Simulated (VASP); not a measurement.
# Ta (P6/mmm) in VASP: a series of runs, part 2 of 2

VASP 6.6.1. The steps go on from the part before.

## 3. Relaxation of cell and atoms, PBEsol, target pressure 58 GPa, at which the enthalpy is minimised

This run uses another cell than the first one, of 15.30 Å³/atom.

INCAR reads:

```
SYSTEM = Ta
PREC     = Accurate       ! precision mode
ENCUT    = 600            ! plane-wave cutoff, eV
EDIFF    = 1E-7           ! SCF threshold, eV
ISMEAR   = -1             ! smearing method
SIGMA    = 0.08           ! smearing width, eV
LREAL    = .FALSE.        ! projectors in reciprocal space
LASPH    = .TRUE.         ! aspherical terms in the spheres
NELM     = 100            ! most SCF steps
ALGO     = Normal         ! electronic algorithm
ISIF     = 3              ! what is computed and relaxed
LWAVE    = .FALSE.        ! write WAVECAR
LCHARG   = .FALSE.        ! write CHGCAR
GGA      = PS             ! functional
IBRION   = 2              ! ionic algorithm
NSW      = 60             ! ionic steps
EDIFFG   = -0.005         ! ionic threshold
PSTRESS  = 580.0
```

KPOINTS reads:

```
Automatic mesh
0
G
  17 17 15
  0 0 0
```

POSCAR reads:

```
Ta
1.0
    2.6584939700      0.0000000000      0.0000000000
   -1.3292469850      2.3023233138      0.0000000000
    0.0000000000      0.0000000000      2.4989843318
Ta
1
Direct
    0.0000000000      0.0000000000      0.0000000000
```

Potentials or basis: VASP PAW PBE potentials, release 64 (Ta_pv).

Command:

```
cat potpaw_PBE.64/Ta_pv/POTCAR > POTCAR
mpirun -np 1 vasp_std > vasp.out
```

OUTCAR:

```text
SYSTEM = Ta
   PREC = Accurate
   ENCUT = 600
   EDIFF = 1E-7
   ISMEAR = -1
   LREAL = .FALSE.
   LASPH = .TRUE.
   NELM = 100
   ISIF = 3
   GGA = PS
   IBRION = 2
   NSW = 60
   EDIFFG = -0.005
   PSTRESS = 580.0

 ion  position               nearest neighbor table
   1  0.000  0.000  0.000-

  LATTYP: Found a hexagonal cell.
 ALAT       =     2.6584939700
 C/A-ratio  =     0.9400000000

  Lattice vectors:

 A1 = (   2.6584939700,   0.0000000000,   0.0000000000)
 A2 = (  -1.3292469850,   2.3023233138,   0.0000000000)
 A3 = (   0.0000000000,   0.0000000000,   2.4989843318)

Analysis of symmetry for initial positions (statically):
=====================================================================
 Subroutine PRICEL returns:
 Original cell was already a primitive cell.

 Routine SETGRP: Setting up the symmetry group for a
 hexagonal supercell.

 Subroutine GETGRP returns: Found 24 space group operations
 (whereof 24 operations were pure point group operations)
 out of a pool of 24 trial point group operations.

The static configuration has the point symmetry D_6h.

Analysis of symmetry for dynamics (positions and initial velocities):
=====================================================================
 Subroutine PRICEL returns:
 Original cell was already a primitive cell.

 Routine SETGRP: Setting up the symmetry group for a
 hexagonal supercell.

 Subroutine GETGRP returns: Found 24 space group operations
 (whereof 24 operations were pure point group operations)
 out of a pool of 24 trial point group operations.

The dynamic configuration has the point symmetry D_6h.

 Subroutine INISYM returns: Found 24 space group operations
 (whereof 24 operations are pure point group operations),
 and found     1 'primitive' translations

----------------------------------------------------------------------------------------

                                     Primitive cell

  volume of cell :      15.2956

  direct lattice vectors                    reciprocal lattice vectors
     2.658493970  0.000000000  0.000000000     0.376152819  0.217171931  0.000000000
    -1.329246985  2.302323314  0.000000000     0.000000000  0.434343862  0.000000000
     0.000000000  0.000000000  2.498984332     0.000000000  0.000000000  0.400162573

  length of vectors
     2.658493970  2.658493970  2.498984332     0.434343862  0.434343862  0.400162573

  position of ions in fractional coordinates (direct lattice)
     0.000000000  0.000000000  0.000000000

  ion indices of the primitive-cell ions
   primitive index   ion index
                 1           1

----------------------------------------------------------------------------------------

 KPOINTS: Automatic mesh

Automatic generation of k-mesh.
 Grid dimensions read from file:
 generate k-points for:   17   17   15

 Generating k-lattice:

  Cartesian coordinates                     Fractional coordinates (reciprocal lattice)
     0.022126636  0.012774819  0.000000000     0.058823529 -0.000000000  0.000000000
     0.000000000  0.025549639  0.000000000     0.000000000  0.058823529  0.000000000
     0.000000000  0.000000000  0.026677505     0.000000000  0.000000000  0.066666667

  Length of vectors
     0.025549639  0.025549639  0.026677505

  Shift w.r.t. Gamma in fractional coordinates (k-lattice)
     0.000000000  0.000000000  0.000000000

 Subroutine IBZKPT returns following result:
 ===========================================

 Found    264 irreducible k-points:

 Following reciprocal coordinates:
            Coordinates               Weight
  0.000000  0.000000  0.000000      1.000000
  0.058824 -0.000000  0.000000      6.000000
  0.117647  0.000000  0.000000      6.000000
  0.176471 -0.000000  0.000000      6.000000
  0.235294  0.000000  0.000000      6.000000
  0.294118 -0.000000  0.000000      6.000000
[... 16 lines left out ...]
  0.411765  0.117647  0.000000     12.000000
  0.176471  0.176471  0.000000      6.000000
 [... further k-points ...]
   k-points           NKPTS =    264   k-points in BZ     NKDIM =    264   number of bands    NBANDS=      9
   number of dos      NEDOS =    301   number of ions     NIONS =      1
   total plane-waves  NPLWV =  11520
   dimension x,y,z NGX =    24 NGY =   24 NGZ =   20
   dimension x,y,z NGXF=    48 NGYF=   48 NGZF=   40
   ions per type =               1
   NGX,Y,Z   is equivalent  to a cutoff of  15.01, 15.01, 13.31 a.u.
   NGXF,Y,Z  is equivalent  to a cutoff of  30.02, 30.02, 26.61 a.u.
 SYSTEM =  Ta
   PREC   = accura    normal or accurate (medium, high low for compatibility)
   ISTART =      0    job   : 0-new  1-cont  2-samecut
   ICHARG =      2    charge: 1-file 2-atom 10-const
   ISPIN  =      1    spin polarized calculation?
   LNONCOLLINEAR =      F non collinear calculations
   LSORBIT =      F    spin-orbit coupling
   LASPH  =      T    aspherical Exc in radial PAW
   ENCUT  =  600.0 eV  44.10 Ry    6.64 a.u.   5.31  5.31  4.99*2*pi/ulx,y,z
   NELM   =    100;   NELMIN=  2; NELMDL= -5     # of ELM steps
   EDIFF  = 0.1E-06   stopping-criterion for ELM
   LREAL  =      F    real-space projection
   EDIFFG = -.5E-02   stopping-criterion for IOM
   NSW    =     60    number of steps for IOM
   IBRION =      2    ionic relax: 0-MD 1-quasi-New 2-CG
   NFREE  =      1    steps in history (QN), initial steepest desc. (CG)
   ISIF   =      3    stress and relaxation
   ISYM   =      2    0-nonsym 1-usesym 2-fastsym
   POTIM  = 0.5000    time-step for ionic-motion
   TEBEG  =    0.0;   TEEND  =   0.0 temperature during run
   PSTRESS=  580.0 pullay stress
   NELECT =      11.0000    total number of electrons
   NUPDOWN=      -1.0000    fix difference up-down
   EMIN   =  10.00;   EMAX   =-10.00  energy-range for DOS
   EFERMI =   0.00;   METHOD = LEGACY
   ISMEAR =    -1;   SIGMA  =   0.08  broadening in eV -4-tet -1-fermi 0-gaus
   EFERMI_NEDOS =   21; number of points for ismear=-14 and -15
   IALGO  =     38    algorithm
   IMIX   =      4    mixing-type and parameters
     AMIX     =   0.40;   BMIX     =  1.00
     AMIX_MAG =   1.60;   BMIX_MAG =  1.00
  volume/ion in A,a.u.               =      15.30       103.22
  Fermi-wavevector in a.u.,A,eV,Ry     =   1.466731  2.771720 29.270222  2.151301
  Thomas-Fermi vector in A             =   2.582434
   LORBIT       =      0    0 simple, 1 ext, 2 COOP (PROOUT), +10 PAW based schemes
   GGA     = PS    functional components
   LHFCALC =     F    Hartree Fock is set to
   AEXX    =    0.0000 exact exchange contribution
   IVDW    =     0    specifies the selected vdW correction
   LEPSILON=     F    determine dielectric tensor
   LRPA    =     F    only Hartree local field effects (RPA)
 conjugate gradient relaxation of ions
 non-spin polarized calculation
  energy-cutoff  :      600.00
  volume of cell :       15.30
 maximum number of plane-waves:       526
 NGX is ok and might be reduce to    24

--------------------------------------- Ionic step        1  -------------------------------------------

 number of electron      10.9999998 magnetization

 Free energy of the ion-electron system (eV)
  ---------------------------------------------------
  ext. energy  EPLUGINS =         0.00000000
  ---------------------------------------------------
  free energy    TOTEN  =       -11.25492993 eV

  energy without entropy =      -11.23710598  energy(sigma->0) =      -11.24601795

------------------------ aborting loop because EDIFF is reached ----------------------------------------

  FORCE on cell =-STRESS in cart. coord.  units (eV):
  Direction    XX          YY          ZZ          XY          YZ          ZX
  --------------------------------------------------------------------------------------
  -------------------------------------------------------------------------------------
  Total        5.3803693      5.3803693      5.9315217      0.0000000     -0.0000000      0.0000000
  in kB      563.5820374    563.5820373    621.3140553      0.0000000     -0.0000000      0.0000000
  external PRESSURE =       2.8260433 kB  Pullay stress =     580.0000000 kB
[... 283 lines left out ...]
--------------------------------------- Ionic step        9  -------------------------------------------

 number of electron      10.9999998 magnetization

 Free energy of the ion-electron system (eV)
  ---------------------------------------------------
  ext. energy  EPLUGINS =         0.00000000
  ---------------------------------------------------
  free energy    TOTEN  =       -11.26086885 eV

  energy without entropy =      -11.24285610  energy(sigma->0) =      -11.25186248

 E-fermi :   7.3060     XC(G=0): -13.5216

 val. band max:        7.2959648969   @ k =   0.4706   0.0588   0.2000
 cond. band min:       7.3298517095   @ k =   0.0588  -0.0000   0.0667
 fundamental gap:      0.0338868126
 Fermi energy:         7.3060147865

 k-point     1 :       0.0000    0.0000    0.0000
  band No.  band energies     occupation
      1     -25.6658      2.00000
      2     -25.6287      2.00000
      3     -25.6287      2.00000
      4      -1.6492      2.00000
      5       3.0549      2.00000
      6       7.5092      0.14616
      7       7.5092      0.14616
      8      15.3284      0.00000
      9      15.3284      0.00000
[... 265 lines left out ...]
 k-point    24 :       0.1765    0.1765    0.0000
  band No.  band energies     occupation
      1     -27.1427      2.00000
      2     -26.1624      2.00000
      3     -25.4756      2.00000
      4       1.8536      2.00000
      5       4.7900      2.00000
      6       4.9523      2.00000
      7      11.3714      0.00000
      8      12.2944      0.00000
      9      13.9818      0.00000

 [... further k-points ...]
[... 5 lines left out ...]
  --------------------------------------------------------------------------------------
  -------------------------------------------------------------------------------------
  Total        5.5412041      5.5412041      5.5413356      0.0000000      0.0000000      0.0000000
  in kB      579.9487674    579.9487674    579.9625291      0.0000000      0.0000000      0.0000000
  external PRESSURE =      -0.0466453 kB  Pullay stress =     580.0000000 kB
[... 20 lines left out ...]
  energy  without entropy=      -11.2428561035  energy(sigma->0) =      -11.25186248

  enthalpy is  TOTEN    =        -5.7191752756 eV   P V=        5.5416935713

 reached required accuracy - stopping structural energy minimisation
```

Wall time 3 min (1 thread of Intel Xeon Platinum 8259CL at 2.50GHz (Skylake/Cascade Lake), shared host); peak memory 0.18 GiB.

Results:

```
Free energy                                                : -11.2609 eV
Relaxed volume                                             : 15.31 Å³/atom
Relaxed cell                                               : a = 2.653 Å, b = 2.653 Å, c = 2.512 Å, α = 90.00°, β = 90.00°, γ = 120.00°
Space group after relaxing (to 0.1 Å)                      : P6/mmm (No. 191)
Energy change on relaxing (the run minimises the enthalpy) : -5.9 meV/atom
Ionic steps                                                : 9
Pressure after relaxing                                    : 58.0 GPa
Band gap on the k mesh                                     : zero (an odd number of electrons rules out a gap without spin polarisation)
```

The path:
| step | energy change (eV) | largest force (eV/Å) | pressure (GPa) | volume (Å³) |
| --- | --- | --- | --- | --- |
| 1 | 0.0000 | 0.0000 | 58.28 | 15.30 |
| 2 | -0.0127 | 0.0000 | 57.18 | 15.35 |
| 3 | -0.0073 | 0.0000 | 57.90 | 15.31 |
| 4 | -0.0072 | 0.0000 | 57.91 | 15.31 |
| 5 | -0.0010 | 0.0000 | 58.33 | 15.29 |
| 6 | -0.0058 | 0.0000 | 58.01 | 15.31 |
| 7 | -0.0058 | 0.0000 | 58.01 | 15.31 |
| 8 | -0.0061 | 0.0000 | 57.99 | 15.31 |
| 9 | -0.0059 | 0.0000 | 58.00 | 15.31 |

Final structure:
```cif
data_structure
_symmetry_space_group_name_H-M 'P 1'
_symmetry_Int_Tables_number 1
_cell_length_a 2.6526
_cell_length_b 2.6526
_cell_length_c 2.5121
_cell_angle_alpha 90.000
_cell_angle_beta 90.000
_cell_angle_gamma 120.000
_cell_volume 15.31
loop_
_atom_site_label
_atom_site_type_symbol
_atom_site_fract_x
_atom_site_fract_y
_atom_site_fract_z
_atom_site_occupancy
Ta1 Ta 0.00000 0.00000 0.00000 1
```

Caveat: the cell is relaxed towards a set pressure, so the run minimises the enthalpy, not the energy; the PAW data sets were made with another functional, which shifts forces and pressure a little; spin-orbit coupling is left out, which moves the levels of the heavy elements.

## 4. Relaxation of cell and atoms, PBEsol, target pressure 58 GPa, at which the enthalpy is minimised

This run uses another cell than the first one: it holds 3 atoms, not 1.

Edit INCAR of step 3 so:

```diff
@@ -8,3 +8,3 @@
 LASPH    = .TRUE.         ! aspherical terms in the spheres
-NELM     = 100            ! most SCF steps
+NELM     = 60             ! most SCF steps
 ALGO     = Normal         ! electronic algorithm
@@ -15,3 +15,3 @@
 IBRION   = 2              ! ionic algorithm
-NSW      = 60             ! ionic steps
+NSW      = 32             ! ionic steps
 EDIFFG   = -0.005         ! ionic threshold
```

KPOINTS reads:

```
Automatic mesh
0
G
  8 8 12
  0 0 0
```

POSCAR reads:

```
Ta
1.0
    4.4798203947      0.0000000000      0.0000000000
   -2.2399101974      3.8796382662      0.0000000000
    0.0000000000      0.0000000000      2.5393266348
Ta
3
Direct
    0.0000000000      0.0000000000      0.0000000000
    0.3333333333      0.6666666667      0.5000000000
    0.6666666667      0.3333333333      0.5000000000
```

Command:

```
cat potpaw_PBE.64/Ta_pv/POTCAR > POTCAR
mpirun -np 1 vasp_std > vasp.out
```

It took 4.3 min on 1 thread of Intel Xeon Platinum 8259CL at 2.50GHz (Skylake/Cascade Lake), shared host; peak memory 0.21 GiB.

Results (log left out):

```
Free energy                                                : -35.4771 eV
Relaxed volume                                             : 14.75 Å³/atom
Relaxed cell                                               : a = 4.483 Å, b = 4.483 Å, c = 2.542 Å, α = 90.00°, β = 90.00°, γ = 120.00°
Space group after relaxing (to 0.1 Å)                      : P6/mmm (No. 191)
Energy change on relaxing (the run minimises the enthalpy) : -13.1 meV/atom
Ionic steps                                                : 5
Pressure after relaxing                                    : 58.0 GPa
Band gap on the k mesh                                     : zero (an odd number of electrons rules out a gap without spin polarisation)
```

The path:
```
step  energy change (eV)  largest force (eV/Å)  pressure (GPa)  volume (Å³)
   1              0.0000                0.0000           58.99        44.13
   2             -0.2060                0.0000           53.71        44.72
   3             -0.0396                0.0000           57.99        44.24
   4             -0.0388                0.0000           58.01        44.24
   5             -0.0393                0.0000           58.00        44.24
```

Final structure:
```
Ta
1.0
     4.48283    0.00000    0.00000
    -2.24141    3.88224    0.00000
     0.00000    0.00000    2.54210
Ta
3
Direct
  0.00000 0.00000 0.00000
  0.33333 0.66667 0.50000
  0.66667 0.33333 0.50000
```

Levels at points of the mesh, in eV from the Fermi level:
| k point | band 13 | band 14 | band 15 | band 16 | band 17 | band 18 | band 19 | band 20 |
| --- | --- | --- | --- | --- | --- | --- | --- | --- |
| (0.00, 0.00, 0.00) | -1.50 | -1.50 | -1.49 | -1.49 | -0.93 | 1.01 | 1.01 | 3.74 |
| (0.50, 0.00, 0.00) | -2.63 | -2.30 | -2.27 | -1.45 | -0.81 | 2.01 | 2.18 | 4.08 |
| (0.00, 0.00, 0.50) | -4.00 | -3.44 | -1.70 | 0.00 | 0.00 | 1.74 | 1.74 | 5.78 |
| (0.50, 0.00, 0.50) | -3.51 | -1.78 | -1.65 | -0.99 | 0.93 | 1.35 | 1.81 | 3.17 |

Caveat: the cell is relaxed towards a set pressure, so the run minimises the enthalpy, not the energy; the PAW data sets were made with another functional, which shifts forces and pressure a little; spin-orbit coupling is left out, which moves the levels of the heavy elements.

## 5. Relaxation of cell and atoms, PBEsol, target pressure 58 GPa, at which the enthalpy is minimised

This run uses another cell than the first one: it holds 3 atoms, not 1.

INCAR reads:

```
  PREC = Accurate
  ENCUT = 600
  EDIFF = 1E-7
  ISMEAR = -1
  SIGMA = 0.08
  LREAL = False
  LASPH = True
  NELM = 80
  ALGO = Normal
  ISIF = 3
  LWAVE = False
  LCHARG = False
  GGA = PS
  IBRION = 2
  NSW = 60
  EDIFFG = -0.005
  PSTRESS = 580.0
```

KPOINTS reads:

```
regular mesh
0
Gamma
  8 8 12
```

POSCAR reads:

```
Ta
1.0
    4.3663039383      0.0000000000      0.0000000000
   -2.1831519692      3.7813301312      0.0000000000
    0.0000000000      0.0000000000      2.7071084417
Ta
3
Direct
    0.0000000000      0.0000000000      0.0000000000
    0.3333333333      0.6666666667      0.5000000000
    0.6666666667      0.3333333333      0.5000000000
```

Command:

```
cat potpaw_PBE.64/Ta_pv/POTCAR > POTCAR
mpirun -np 1 vasp_std > vasp.out
```

It took 2.9 min on 1 thread of Intel Xeon 6975P-C (Granite Rapids), shared host; peak memory 0.23 GiB.

The run converged. Its results:

```
Free energy                                                : -35.4784 eV
Relaxed volume                                             : 14.75 Å³/atom
Relaxed cell                                               : a = 4.483 Å, b = 4.483 Å, c = 2.542 Å, α = 90.00°, β = 90.00°, γ = 120.00°
Space group after relaxing (to 0.1 Å)                      : P6/mmm (No. 191)
Energy change on relaxing (the run minimises the enthalpy) : -72.7 meV/atom
Ionic steps                                                : 11
Pressure after relaxing                                    : 58.0 GPa
Band gap on the k mesh                                     : zero (an odd number of electrons rules out a gap without spin polarisation)
```

Step by step:
```tsv
step	energy change (eV)	largest force (eV/Å)	pressure (GPa)	volume (Å³)
1	0.0000	0.0000	54.88	44.70
2	1.0910	0.0000	81.53	42.40
3	-0.0260	0.0000	62.58	43.74
4	-0.0071	0.0000	63.16	43.69
5	-0.8343	0.0000	41.37	46.28
6	-0.2211	0.0000	57.89	44.25
7	-0.2163	0.0000	58.01	44.24
8	-0.2123	0.0000	58.10	44.23
9	-0.2145	0.0000	58.06	44.23
10	-0.2130	0.0000	58.09	44.23
11	-0.2182	0.0000	57.98	44.24
```

Final structure:
```xyz
3
Lattice="4.4829 0.0000 0.0000 -2.2414 3.8823 0.0000 0.0000 0.0000 2.5423" Properties=species:S:1:pos:R:3 pbc="T T T"
Ta    0.0000    0.0000    0.0000
Ta    0.0000    2.5882    1.2711
Ta    2.2414    1.2941    1.2711
```

Levels at points of the mesh, in eV from the Fermi level:
```
           k point  band 13  band 14  band 15  band 16  band 17  band 18  band 19  band 20
(0.00, 0.00, 0.00)    -1.50    -1.50    -1.49    -1.49    -0.92     1.01     1.01     3.74
(0.50, 0.00, 0.00)    -2.63    -2.30    -2.27    -1.45    -0.81     2.01     2.18     4.08
(0.00, 0.00, 0.50)    -4.00    -3.44    -1.70     0.00     0.00     1.74     1.74     5.78
(0.50, 0.00, 0.50)    -3.51    -1.78    -1.65    -0.99     0.93     1.35     1.81     3.17
```

Caveat: the cell is relaxed towards a set pressure, so the run minimises the enthalpy, not the energy; the PAW data sets were made with another functional, which shifts forces and pressure a little; spin-orbit coupling is left out, which moves the levels of the heavy elements.

## 6. Summary

```tsv
cell	k mesh	gap on the mesh (eV)	pressure (GPa)
relaxed to 58 GPa from a = 2.650, b = 2.650, c = 2.509 Å, angles 90.0, 90.0, 120.0°, 1 atom, atomic positions A	17 × 17 × 15	none	58.0
relaxed to 58 GPa from a = 2.658, b = 2.658, c = 2.499 Å, angles 90.0, 90.0, 120.0°, 1 atom, atomic positions A	17 × 17 × 15	none	58.0
relaxed to 58 GPa from a = 4.480, b = 4.480, c = 2.539 Å, angles 90.0, 90.0, 120.0°, 3 atoms, atomic positions B	8 × 8 × 12	none	58.0
relaxed to 58 GPa from a = 4.366, b = 4.366, c = 2.707 Å, angles 90.0, 90.0, 120.0°, 3 atoms, atomic positions B	8 × 8 × 12	none	58.0
```

Alike in all rows: task relaxation of cell and atoms; level PBEsol; potentials or basis VASP PAW PBE potentials, release 64 (Ta_pv); no spin polarisation; cutoff (eV) 600; smearing fermi-dirac 0.08 eV.

Caveats: the cell is relaxed towards a set pressure, so the run minimises the enthalpy, not the energy; the PAW data sets were made with another functional, which shifts forces and pressure a little; spin-orbit coupling is left out, which moves the levels of the heavy elements.

Absolute energies hang on the potentials; compare differences alone.
